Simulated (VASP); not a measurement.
# Ga (Im-3m) in VASP: further runs, part 2 of 2

VASP 6.6.1. Earlier steps stand in the parts before.

### Step 3. Single point, r2SCAN

This run uses another cell than the first one, of 18.20 Å³/atom, 0.893 times its volume.

The input, POSCAR:

```
Ga
1.0
   -1.6570776211      1.6570776211      1.6570776211
    1.6570776211     -1.6570776211      1.6570776211
    1.6570776211      1.6570776211     -1.6570776211
Ga
1
Direct
    0.0000000000      0.0000000000      0.0000000000
```

The input, INCAR.step1:

```
SYSTEM = Ga
PREC = Accurate ; ENCUT = 520
ISMEAR = -1 ; SIGMA = 0.1
LREAL = .False. ; LASPH = .True.
NELM = 80 ; NBANDS = 12
GGA = PE ; ALGO = Normal
EDIFF = 1E-4 ; LWAVE = .True.
LCHARG = .False.
```

The input, INCAR.step2:

```
SYSTEM = Ga
PREC = Accurate ; ENCUT = 520
EDIFF = 1E-6 ; ISMEAR = -1
SIGMA = 0.1 ; LREAL = .False.
LASPH = .True. ; NELM = 80
ALGO = Normal ; ISIF = 2
LWAVE = .False. ; LCHARG = .False.
METAGGA = R2SCAN ; LMIXTAU = .True.
NBANDS = 12 ; ISTART = 1
```

The input, KPOINTS:

```
regular mesh
0
Gamma
  22 22 22
  0 0 0
```

Potentials or basis: VASP PAW PBE potentials, release 64 (Ga_d).

Started as:

```sh
> cat potpaw_PBE.64/Ga_d/POTCAR > POTCAR
> cp INCAR.step1 INCAR
> mpirun -np 1 vasp_std > vasp.out
> cp INCAR.step2 INCAR
> mpirun -np 1 vasp_std > vasp.out
```

OUTCAR:

```text
SYSTEM = Ga
   PREC = Accurate
   ENCUT = 520
   EDIFF = 1E-6
   ISMEAR = -1
   LREAL = .False.
   LASPH = .True.
   NELM = 80
   ISIF = 2
   METAGGA = R2SCAN
   ISTART = 1

 ion  position               nearest neighbor table
   1  0.000  0.000  0.000-

  LATTYP: Found a body centered cubic cell.
 ALAT       =     3.3141552422

  Lattice vectors:

 A1 = (  -1.6570776211,   1.6570776211,   1.6570776211)
 A2 = (   1.6570776211,  -1.6570776211,   1.6570776211)
 A3 = (   1.6570776211,   1.6570776211,  -1.6570776211)

Analysis of symmetry for initial positions (statically):
=====================================================================
 Subroutine PRICEL returns:
 Original cell was already a primitive cell.

 Routine SETGRP: Setting up the symmetry group for a
 body centered cubic supercell.

 Subroutine GETGRP returns: Found 48 space group operations
 (whereof 48 operations were pure point group operations)
 out of a pool of 48 trial point group operations.

The static configuration has the point symmetry O_h .

Analysis of symmetry for dynamics (positions and initial velocities):
=====================================================================
 Subroutine PRICEL returns:
 Original cell was already a primitive cell.

 Routine SETGRP: Setting up the symmetry group for a
 body centered cubic supercell.

 Subroutine GETGRP returns: Found 48 space group operations
 (whereof 48 operations were pure point group operations)
 out of a pool of 48 trial point group operations.

The dynamic configuration has the point symmetry O_h .

 Subroutine INISYM returns: Found 48 space group operations
 (whereof 48 operations are pure point group operations),
 and found     1 'primitive' translations

----------------------------------------------------------------------------------------

                                     Primitive cell
[... 109 lines left out ...]
     AMIX_MAG =   1.60;   BMIX_MAG =  1.00
  volume/ion in A,a.u.               =      18.20       122.82
  Fermi-wavevector in a.u.,A,eV,Ry     =   1.463389  2.765404 29.136974  2.141507
  Thomas-Fermi vector in A             =   2.579490
   LORBIT       =      0    0 simple, 1 ext, 2 COOP (PROOUT), +10 PAW based schemes
   METAGGA = R2SCAN    functional components
   LHFCALC =     F    Hartree Fock is set to
   AEXX    =    0.0000 exact exchange contribution
   IVDW    =     0    specifies the selected vdW correction
   LEPSILON=     F    determine dielectric tensor
   LRPA    =     F    only Hartree local field effects (RPA)
 non-spin polarized calculation
  energy-cutoff  :      520.00
  volume of cell :       18.20
 maximum number of plane-waves:       500
 NGX is ok and might be reduce to    24
   NGX = 11   NGY = 11   NGZ = 11

 number of electron      13.0000006 magnetization

 Free energy of the ion-electron system (eV)
  ---------------------------------------------------
  ext. energy  EPLUGINS =         0.00000000
  ---------------------------------------------------
  free energy    TOTEN  =       -11.27968432 eV

  energy without entropy =      -11.26771669  energy(sigma->0) =      -11.27370051

 E-fermi :   5.8046     XC(G=0): -12.4118

 val. band max:        5.7834995330   @ k =  -0.4091   0.4091   0.2273
 cond. band min:       5.8482185760   @ k =   0.2727   0.1364   0.0909
 fundamental gap:      0.0647190430
 Fermi energy:         5.8045974264

 k-point     1 :       0.0000    0.0000    0.0000
  band No.  band energies     occupation
      1      -9.7213      2.00000
      2      -9.7212      2.00000
      3      -9.7212      2.00000
      4      -9.5073      2.00000
      5      -9.5073      2.00000
      6      -6.1499      2.00000
      7      19.5955      0.00000
      8      19.5955      0.00000
      9      19.5957      0.00000
     10      24.0985      0.00000
     11      24.0985      0.00000
     12      24.0986      0.00000
[... 331 lines left out ...]
 k-point    24 :       0.1364    0.0909    0.0000
  band No.  band energies     occupation
      1      -9.7453      2.00000
      2      -9.7171      2.00000
      3      -9.6118      2.00000
      4      -9.5353      2.00000
      5      -9.5081      2.00000
      6      -4.9789      2.00000
      7      13.4840      0.00000
      8      15.0545      0.00000
      9      17.2118      0.00000
     10      21.1558      0.00000
     11      21.8503      0.00000
     12      23.9491      0.00000

 [... further k-points ...]
[... 5 lines left out ...]
  --------------------------------------------------------------------------------------
  -------------------------------------------------------------------------------------
  Total        0.0037062      0.0037062      0.0037062     -0.0000000     -0.0000000      0.0000000
  in kB        0.3262503      0.3262503      0.3262503     -0.0000000     -0.0000000      0.0000000
  external PRESSURE =       0.3262503 kB  Pullay stress =       0.0000000 kB

 VOLUME and BASIS-vectors are now :
 -----------------------------------------------------------------------------
  energy-cutoff  :      520.00
  volume of cell :       18.20
      direct lattice vectors                 reciprocal lattice vectors
    -1.657077621  1.657077621  1.657077621     0.000000000  0.301736016  0.301736016
     1.657077621 -1.657077621  1.657077621     0.301736016  0.000000000  0.301736016
     1.657077621  1.657077621 -1.657077621     0.301736016  0.301736016  0.000000000

 POSITION                                       TOTAL-FORCE (eV/Angst)
 -----------------------------------------------------------------------------------
      0.00000      0.00000      0.00000        -0.000000      0.000000     -0.000000
 -----------------------------------------------------------------------------------
    total drift:                                0.000000      0.000000     -0.000000

  FREE ENERGIE OF THE ION-ELECTRON SYSTEM (eV)
  ---------------------------------------------------
  free  energy   TOTEN  =       -11.2796843236 eV

  energy  without entropy=      -11.2677166916  energy(sigma->0) =      -11.27370051
```

OUTCAR.step1:

```text
SYSTEM = Ga
   PREC = Accurate
   ENCUT = 520
   ISMEAR = -1
   LREAL = .False.
   LASPH = .True.
[... 577 lines left out ...]
 -----------------------------------------------------------------------------------
      0.00000      0.00000      0.00000        -0.000000      0.000000      0.000000
 -----------------------------------------------------------------------------------
    total drift:                                0.000000      0.000000     -0.000000

  FREE ENERGIE OF THE ION-ELECTRON SYSTEM (eV)
  ---------------------------------------------------
  free  energy   TOTEN  =        -2.8700524749 eV

  energy  without entropy=       -2.8573724521  energy(sigma->0) =       -2.86371246
```

OSZICAR.step1:

```text
N       E                     dE             d eps       ncg     rms          rms(c)
DAV:   1     0.433350027432E+02    0.43335E+02   -0.66832E+03  8456   0.189E+03
DAV:   2    -0.853009559649E+00   -0.44188E+02   -0.42643E+02  8320   0.262E+02
DAV:   3    -0.288276722511E+01   -0.20298E+01   -0.20245E+01  9108   0.453E+01
DAV:   4    -0.289892712631E+01   -0.16160E-01   -0.16158E-01  9120   0.428E+00
DAV:   5    -0.289910298279E+01   -0.17586E-03   -0.17585E-03  9184   0.424E-01    0.839E-01
DAV:   6    -0.287614615064E+01    0.22957E-01   -0.35035E-02  9616   0.382E+00    0.417E-01
DAV:   7    -0.287066393001E+01    0.54822E-02   -0.68144E-03 11928   0.138E+00    0.111E-01
DAV:   8    -0.287005019225E+01    0.61374E-03   -0.59161E-04  8656   0.434E-01    0.735E-03
DAV:   9    -0.287005247494E+01   -0.22827E-05   -0.54463E-06  5428   0.376E-02
   1 F= -.28700525E+01 E0= -.28637125E+01  d E =-.126800E-01
```

It took 2.1 min on 1 thread of Intel Xeon Platinum 8259CL at 2.50GHz (Skylake/Cascade Lake), shared host; peak memory 0.2 GiB.

Results:

```
Free energy : -11.2797 eV
Pressure    : 0.0 GPa
```

Levels at points of the mesh, in eV from the Fermi level:
| k point | band 2 | band 3 | band 4 | band 5 | band 6 | band 7 | band 8 | band 9 | band 10 | band 11 |
| --- | --- | --- | --- | --- | --- | --- | --- | --- | --- | --- |
| (0.00, 0.00, 0.00) | -15.53 | -15.53 | -15.31 | -15.31 | -11.95 | 13.79 | 13.79 | 13.79 | 18.29 | 18.29 |
| (0.50, 0.00, 0.00) | -15.60 | -15.32 | -15.31 | -15.18 | -4.66 | -4.19 | 7.61 | 9.83 | 12.14 | 12.81 |
| (0.50, 0.50, 0.50) | -15.65 | -15.21 | -15.21 | -15.21 | 1.65 | 1.65 | 1.65 | 2.13 | 6.09 | 6.09 |

Caveat: the PAW data sets were made with another functional, which shifts forces and pressure a little.

### Step 4. Relaxation of cell and atoms, r2SCAN

This run uses another cell than the first one, of 19.59 Å³/atom, 0.961 times its volume.

The input, POSCAR:

```
Ga
1.0
   -1.6983540166      1.6983540166      1.6983540166
    1.6983540166     -1.6983540166      1.6983540166
    1.6983540166      1.6983540166     -1.6983540166
Ga
1
Direct
    0.0000000000      0.0000000000      0.0000000000
```

The input, INCAR.step1:

```
PREC = Accurate
ENCUT = 600
ISMEAR = -1
SIGMA = 0.1
LREAL = F
LASPH = T
NELM = 100
GGA = PE
ALGO = Normal
EDIFF = 1E-4
LWAVE = T
LCHARG = F
```

The input, INCAR.step2:

```
PREC = Accurate
ENCUT = 600
EDIFF = 1E-6
ISMEAR = -1
SIGMA = 0.1
LREAL = F
LASPH = T
NELM = 100
ALGO = Normal
ISIF = 3
LWAVE = F
LCHARG = F
METAGGA = R2SCAN
LMIXTAU = T
IBRION = 2
NSW = 80
EDIFFG = -0.01
ISTART = 1
```

The input, KPOINTS:

```
regular mesh
0
Gamma
  13 13 13
```

Started as:

```sh
> cat potpaw_PBE.64/Ga_d/POTCAR > POTCAR
> cp INCAR.step1 INCAR
> mpirun -np 1 vasp_std > vasp.out
> cp INCAR.step2 INCAR
> mpirun -np 1 vasp_std > vasp.out
```

It took 1.8 min on 1 thread of Intel Xeon Platinum 8259CL at 2.50GHz (Skylake/Cascade Lake), shared host; peak memory 0.16 GiB.

The run converged. Its results:

- Free energy: -11.2821 eV
- Relaxed volume: 18.18 Å³/atom
- Relaxed cell: a = 2.869 Å, b = 2.869 Å, c = 2.869 Å, α = 109.47°, β = 109.47°, γ = 109.47°
- Space group after relaxing (to 0.05 Å): Im-3m (No. 229)
- Energy gained by relaxing: 18.1 meV/atom
- Ionic steps: 3
- Pressure after relaxing: 0.0 GPa

The path:
```
step  energy change (eV)  largest force (eV/Å)  pressure (GPa)  volume (Å³)
   1              0.0000                0.0000           -3.72        19.59
   2             -0.0178                0.0000           -0.51        18.33
   3             -0.0181                0.0000           -0.02        18.18
```

Final structure:
```
Ga
1.0
    -1.65652    1.65652    1.65652
     1.65652   -1.65652    1.65652
     1.65652    1.65652   -1.65652
Ga
1
Direct
  0.00000 0.00000 0.00000
```

Levels at points of the mesh, in eV from the Fermi level:
```tsv
k point	band 2	band 3	band 4	band 5	band 6	band 7	band 8	band 9	band 10
(0.00, 0.00, 0.00)	-15.55	-15.55	-15.33	-15.33	-11.98	13.78	13.78	13.78	18.28
```

Caveat: the PAW data sets were made with another functional, which shifts forces and pressure a little.

### Step 5. Summary

| task | cell | k mesh | cutoff (eV) | gap on the mesh (eV) | pressure (GPa) |
| --- | --- | --- | --- | --- | --- |
| single point | a = 2.981 Å, angles 109.5°, 1 atom | 15 × 15 × 15 | 520 | none | -4.9 |
| single point | a = 2.870 Å, angles 109.5°, 1 atom | 22 × 22 × 22 | 520 | none | 0.0 |
| relaxation of cell and atoms | relaxed from a = 2.942 Å, angles 109.5°, 1 atom | 13 × 13 × 13 | 600 | none | 0.0 |

Alike in all rows: level r2SCAN; potentials or basis VASP PAW PBE potentials, release 64 (Ga_d); no spin polarisation; smearing fermi-dirac 0.1 eV.

Caveats: the PAW data sets were made with another functional, which shifts forces and pressure a little.

Total energies depend on the potentials used, so only differences within one code and one set of settings carry meaning.
